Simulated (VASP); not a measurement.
# LiCl (Cmcm) in VASP: notebook, part 2 of 2

VASP 6.6.1.

### 4 Single point, PBE

This run uses another cell than the first one, of 21.72 Å³/atom.

Input file INCAR:

```
SYSTEM = LiCl
PREC = Accurate ; ENCUT = 520
EDIFF = 1E-7 ; ISMEAR = 0
SIGMA = 0.02 ; LREAL = .FALSE.
LASPH = .TRUE. ; NELM = 60
ALGO = Normal ; ISIF = 2
LWAVE = .FALSE. ; LCHARG = .FALSE.
GGA = PE ; NBANDS = 18
```

Input file KPOINTS:

```
Automatic mesh
0
G
  8 8 6
  0 0 0
```

Input file POSCAR:

```
LiCl
1.0
    1.7590651465     -7.0027839664      0.0000000000
    1.7590651465      7.0027839664      0.0000000000
    0.0000000000      0.0000000000      3.5267983776
Li Cl
2 2
Direct
    0.8284828701      0.1715171299      0.7500000000
    0.1715171299      0.8284828701      0.2500000000
    0.6517627621      0.3482372379      0.7500000000
    0.3482372379      0.6517627621      0.2500000000
```

Potentials or basis: VASP PAW PBE potentials, release 64 (Li_sv, Cl).

Started as:

```sh
$ cat potpaw_PBE.64/Li_sv/POTCAR potpaw_PBE.64/Cl/POTCAR > POTCAR
$ mpirun -np 1 vasp_std > vasp.out
```

OUTCAR:

```text
SYSTEM = LiCl
   PREC = Accurate
   ENCUT = 520
   EDIFF = 1E-7
   ISMEAR = 0
   LREAL = .FALSE.
   LASPH = .TRUE.
   NELM = 60
   ISIF = 2
   GGA = PE

 ion  position               nearest neighbor table
   1  0.828  0.172  0.750-   3 2.48   4 2.51   4 2.51   4 2.51   4 2.51
   2  0.172  0.828  0.250-   4 2.48   3 2.51   3 2.51   3 2.51   3 2.51
   3  0.652  0.348  0.750-   1 2.48   2 2.51   2 2.51   2 2.51   2 2.51
   4  0.348  0.652  0.250-   2 2.48   1 2.51   1 2.51   1 2.51   1 2.51

  LATTYP: Found a base centered orthorhombic cell.
 ALAT       =     3.5181302930
 B/A-ratio  =     3.9809690848
 C/A-ratio  =     1.0024638327

  Lattice vectors:

 A1 = (   1.7590651465,  -7.0027839664,   0.0000000000)
 A2 = (   1.7590651465,   7.0027839664,   0.0000000000)
 A3 = (   0.0000000000,   0.0000000000,   3.5267983776)

Analysis of symmetry for initial positions (statically):
=====================================================================
 Subroutine PRICEL returns:
 Original cell was already a primitive cell.

 Routine SETGRP: Setting up the symmetry group for a
 base centered orthorhombic supercell.

 Subroutine GETGRP returns: Found  8 space group operations
 (whereof  4 operations were pure point group operations)
 out of a pool of  8 trial point group operations.

The static configuration has the point symmetry C_2h.
 The point group associated with its full space group is D_2h.

Analysis of symmetry for dynamics (positions and initial velocities):
=====================================================================
 Subroutine PRICEL returns:
 Original cell was already a primitive cell.

 Routine SETGRP: Setting up the symmetry group for a
 base centered orthorhombic supercell.

 Subroutine GETGRP returns: Found  8 space group operations
 (whereof  4 operations were pure point group operations)
 out of a pool of  8 trial point group operations.

The dynamic configuration has the point symmetry C_2h.
 The point group associated with its full space group is D_2h.

 Subroutine INISYM returns: Found  8 space group operations
 (whereof  4 operations are pure point group operations),
 and found     1 'primitive' translations

----------------------------------------------------------------------------------------

                                     Primitive cell

  volume of cell :      86.8887

  direct lattice vectors                    reciprocal lattice vectors
     1.759065147 -7.002783966  0.000000000     0.284241889 -0.071400175  0.000000000
     1.759065147  7.002783966  0.000000000     0.284241889  0.071400175  0.000000000
     0.000000000  0.000000000  3.526798378     0.000000000  0.000000000  0.283543286

  length of vectors
     7.220338875  7.220338875  3.526798378     0.293072408  0.293072408  0.283543286

  position of ions in fractional coordinates (direct lattice)
     0.828482870  0.171517130  0.750000000
     0.171517130  0.828482870  0.250000000
     0.651762762  0.348237238  0.750000000
     0.348237238  0.651762762  0.250000000

  ion indices of the primitive-cell ions
   primitive index   ion index
                 1           1
                 2           2
                 3           3
                 4           4

----------------------------------------------------------------------------------------

 KPOINTS: Automatic mesh

Automatic generation of k-mesh.
 Grid dimensions read from file:
 generate k-points for:    8    8    6

 Generating k-lattice:

  Cartesian coordinates                     Fractional coordinates (reciprocal lattice)
     0.035530236 -0.008925022  0.000000000     0.125000000  0.000000000  0.000000000
     0.035530236  0.008925022  0.000000000     0.000000000  0.125000000  0.000000000
     0.000000000  0.000000000  0.047257214     0.000000000  0.000000000  0.166666667

  Length of vectors
     0.036634051  0.036634051  0.047257214

  Shift w.r.t. Gamma in fractional coordinates (k-lattice)
     0.000000000  0.000000000  0.000000000

 Subroutine IBZKPT returns following result:
 ===========================================

 Found     84 irreducible k-points:

 Following reciprocal coordinates:
            Coordinates               Weight
  0.000000  0.000000  0.000000      1.000000
  0.125000  0.000000  0.000000      4.000000
  0.250000  0.000000  0.000000      4.000000
  0.375000  0.000000  0.000000      4.000000
  0.500000  0.000000  0.000000      2.000000
  0.125000  0.125000  0.000000      2.000000
[... 16 lines left out ...]
  0.125000  0.000000  0.166667      8.000000
  0.250000  0.000000  0.166667      8.000000
 [... further k-points ...]
   k-points           NKPTS =     84   k-points in BZ     NKDIM =     84   number of bands    NBANDS=     18
   number of dos      NEDOS =    301   number of ions     NIONS =      4
   total plane-waves  NPLWV =  81648
   dimension x,y,z NGX =    54 NGY =   54 NGZ =   28
   dimension x,y,z NGXF=   108 NGYF=  108 NGZF=   56
   ions per type =               2   2
   NGX,Y,Z   is equivalent  to a cutoff of  12.43, 12.43, 13.20 a.u.
   NGXF,Y,Z  is equivalent  to a cutoff of  24.87, 24.87, 26.40 a.u.
 SYSTEM =  LiCl
   PREC   = accura    normal or accurate (medium, high low for compatibility)
   ISTART =      0    job   : 0-new  1-cont  2-samecut
   ICHARG =      2    charge: 1-file 2-atom 10-const
   ISPIN  =      1    spin polarized calculation?
   LNONCOLLINEAR =      F non collinear calculations
   LSORBIT =      F    spin-orbit coupling
   LASPH  =      T    aspherical Exc in radial PAW
   ENCUT  =  520.0 eV  38.22 Ry    6.18 a.u.  13.43 13.43  6.56*2*pi/ulx,y,z
   NELM   =     60;   NELMIN=  2; NELMDL= -5     # of ELM steps
   EDIFF  = 0.1E-06   stopping-criterion for ELM
   LREAL  =      F    real-space projection
   EDIFFG = 0.1E-05   stopping-criterion for IOM
   NSW    =      0    number of steps for IOM
   IBRION =     -1    ionic relax: 0-MD 1-quasi-New 2-CG
   NFREE  =      0    steps in history (QN), initial steepest desc. (CG)
   ISIF   =      2    stress and relaxation
   ISYM   =      2    0-nonsym 1-usesym 2-fastsym
   POTIM  = 0.5000    time-step for ionic-motion
   TEBEG  =    0.0;   TEEND  =   0.0 temperature during run
   PSTRESS=    0.0 pullay stress
   NELECT =      20.0000    total number of electrons
   NUPDOWN=      -1.0000    fix difference up-down
   EMIN   =  10.00;   EMAX   =-10.00  energy-range for DOS
   EFERMI =   0.00;   METHOD = LEGACY
   ISMEAR =     0;   SIGMA  =   0.02  broadening in eV -4-tet -1-fermi 0-gaus
   EFERMI_NEDOS =   21; number of points for ismear=-14 and -15
   IALGO  =     38    algorithm
   IMIX   =      4    mixing-type and parameters
     AMIX     =   0.40;   BMIX     =  1.00
     AMIX_MAG =   1.60;   BMIX_MAG =  1.00
  volume/ion in A,a.u.               =      21.72       146.59
  Fermi-wavevector in a.u.,A,eV,Ry     =   1.003299  1.895960 13.695747  1.006609
  Thomas-Fermi vector in A             =   2.135842
   LORBIT       =      0    0 simple, 1 ext, 2 COOP (PROOUT), +10 PAW based schemes
   GGA     = PE    functional components
   LHFCALC =     F    Hartree Fock is set to
   AEXX    =    0.0000 exact exchange contribution
   IVDW    =     0    specifies the selected vdW correction
   LEPSILON=     F    determine dielectric tensor
   LRPA    =     F    only Hartree local field effects (RPA)
 non-spin polarized calculation
 Gauss-broadening in eV      SIGMA  =   0.02
  energy-cutoff  :      520.00
  volume of cell :       86.89
 maximum number of plane-waves:      2364
 NGX is ok and might be reduce to    54
   NGX = 27   NGY = 27   NGZ = 13

 number of electron      20.0000001 magnetization

 Free energy of the ion-electron system (eV)
  ---------------------------------------------------
  ext. energy  EPLUGINS =         0.00000000
  ---------------------------------------------------
  free energy    TOTEN  =       -14.64327300 eV

  energy without entropy =      -14.64327300  energy(sigma->0) =      -14.64327300

 E-fermi :  -1.0343     XC(G=0):  -7.3700

 val. band max:       -1.1556098788   @ k =   0.2500   0.1250   0.0000
 cond. band min:       4.4879875736   @ k =   0.0000   0.0000   0.0000
 fundamental gap:      5.6435974523
 Fermi energy:        -1.0342939360

 k-point     1 :       0.0000    0.0000    0.0000
  band No.  band energies     occupation
      1     -44.6719      2.00000
      2     -44.6666      2.00000
      3     -14.3036      2.00000
      4     -13.9365      2.00000
      5      -3.3942      2.00000
      6      -1.8285      2.00000
[... 481 lines left out ...]
      5      -3.0088      2.00000
      6      -2.8000      2.00000
[... 10 lines left out ...]
     17       9.6150      0.00000
     18      10.4126      0.00000

 [... further k-points ...]
[... 5 lines left out ...]
  --------------------------------------------------------------------------------------
  -------------------------------------------------------------------------------------
  Total       -0.0440126     -0.0532768     -0.0444318      0.0000000      0.0000000      0.0000000
  in kB       -0.8115673     -0.9823928     -0.8192968      0.0000000      0.0000000      0.0000000
  external PRESSURE =      -0.8710856 kB  Pullay stress =       0.0000000 kB

 VOLUME and BASIS-vectors are now :
 -----------------------------------------------------------------------------
  energy-cutoff  :      520.00
  volume of cell :       86.89
      direct lattice vectors                 reciprocal lattice vectors
     1.759065147 -7.002783966  0.000000000     0.284241889 -0.071400175  0.000000000
     1.759065147  7.002783966  0.000000000     0.284241889  0.071400175  0.000000000
     0.000000000  0.000000000  3.526798378     0.000000000  0.000000000  0.283543286

 POSITION                                       TOTAL-FORCE (eV/Angst)
 -----------------------------------------------------------------------------------
      1.75907     -4.60059      2.64510         0.000000      0.002870     -0.000000
      1.75907      4.60059      0.88170         0.000000     -0.002870      0.000000
      1.75907     -2.12552      2.64510         0.000000     -0.000256      0.000000
      1.75907      2.12552      0.88170         0.000000      0.000256      0.000000
 -----------------------------------------------------------------------------------
    total drift:                                0.000000     -0.000000     -0.000000

  FREE ENERGIE OF THE ION-ELECTRON SYSTEM (eV)
  ---------------------------------------------------
  free  energy   TOTEN  =       -14.6432730034 eV

  energy  without entropy=      -14.6432730034  energy(sigma->0) =      -14.64327300
```

Wall time 5.2 min (1 thread of Intel Xeon 8259CL, shared host); peak memory 0.32 GiB.

Results:

| Item | Value |
| --- | --- |
| Free energy | -14.6433 eV |
| Band gap on the k mesh | 5.64 eV (least direct gap 5.81 eV) |

Forces on the atoms (eV/Å):
```
Li   0.000  0.003  0.000
Li   0.000 -0.003  0.000
Cl   0.000  0.000  0.000
Cl   0.000  0.000  0.000
```

Levels at points of the mesh, in eV from the valence-band top:
```tsv
k point	band 6	band 7	band 8	band 9	band 10	band 11	band 12	band 13	band 14	band 15
(0.00, 0.00, 0.00)	-0.67	-0.64	-0.37	-0.17	-0.17	5.64	8.15	9.06	9.89	10.42
(0.50, 0.00, 0.00)	-2.37	-0.88	-0.71	-0.06	-0.05	6.96	7.37	8.51	9.70	10.14
(0.50, 0.50, 0.00)	-0.75	-0.66	-0.65	-0.19	-0.15	6.54	7.27	9.05	9.28	10.24
(0.00, 0.00, 0.50)	-2.35	-0.86	-0.86	-0.04	-0.04	7.70	7.70	8.48	8.48	10.19
(0.50, 0.00, 0.50)	-2.55	-1.73	-1.73	-0.66	-0.66	7.97	7.97	8.80	8.80	10.98
(0.50, 0.50, 0.50)	-2.41	-0.74	-0.74	-0.04	-0.04	6.88	6.88	9.04	9.04	10.23
```

Caveat: the cutoff is under 1.25 times the usual one of these potentials, so pressure, stress and relaxed cells hold a basis-set (Pulay) error. A k mesh can miss the band edges.

### 5 The runs side by side

```tsv
cell	k mesh	smearing	gap on the mesh (eV)
a = 5.209, b = 5.209, c = 3.699 Å, angles 90.0, 90.0, 137.0°, 4 atoms, atomic positions A	6 × 6 × 6	gaussian 0.1 eV	2.82
a = 7.094, b = 7.094, c = 3.528 Å, angles 90.0, 90.0, 151.3°, 4 atoms, atomic positions B	6 × 6 × 6	gaussian 0.1 eV	5.67
a = 7.220, b = 7.220, c = 3.527 Å, angles 90.0, 90.0, 151.8°, 4 atoms, atomic positions C	8 × 8 × 6	gaussian 0.02 eV	5.64
```

Alike in all rows: task single point; level PBE; potentials or basis VASP PAW PBE potentials, release 64 (Li_sv, Cl); no spin polarisation; cutoff (eV) 520.

Caveats: the cutoff is under 1.25 times the usual one of these potentials, so pressure, stress and relaxed cells hold a basis-set (Pulay) error; forces of over 1 eV/Å act on the atoms, so gaps and moduli don't describe the material at rest (at least some runs).

Absolute energies hang on the potentials; compare differences alone.
